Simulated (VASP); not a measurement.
The system is Co.

```
Co
1.0
     2.50740    0.00000    0.00000
    -1.25370    2.17147    0.00000
     0.00000    0.00000    4.06990
Co
2
Direct
  0.33333 0.66667 0.25000
  0.66667 0.33333 0.75000
```

Base run:

| Quantity | Value |
| --- | --- |
| Program | VASP 6.6.1 |
| Functional | PBE |
| Potentials or basis | VASP PAW PBE potentials, release 64 (Co) |
| Cutoff | 600 eV |
| k mesh | 15 × 15 × 8 |
| Occupations | fermi-dirac, width 0.08 eV |
| Spin | collinear spin, ferromagnetic start |
| Starting moments | [2.045, 2.045] μB |
| Fixed moment | 4.09 μB |

Its results: pressure 3.7 GPa; site moments Co +2.03 μB.

Q: The run is repeated on the same cell with these changes: fixed moment from 4.09 μB to 2.95 μB; moments at the start from [2.04, 2.04] to [1.48, 1.48]. What comes out?

A: Pressure -6.7 GPa; site moments Co +1.50 μB.

Caveats: the total moment is fixed, so each spin has its own Fermi level and the state may be an excited one; the cell stands under pressure (at least some runs); the cell stands under tension (at least some runs).
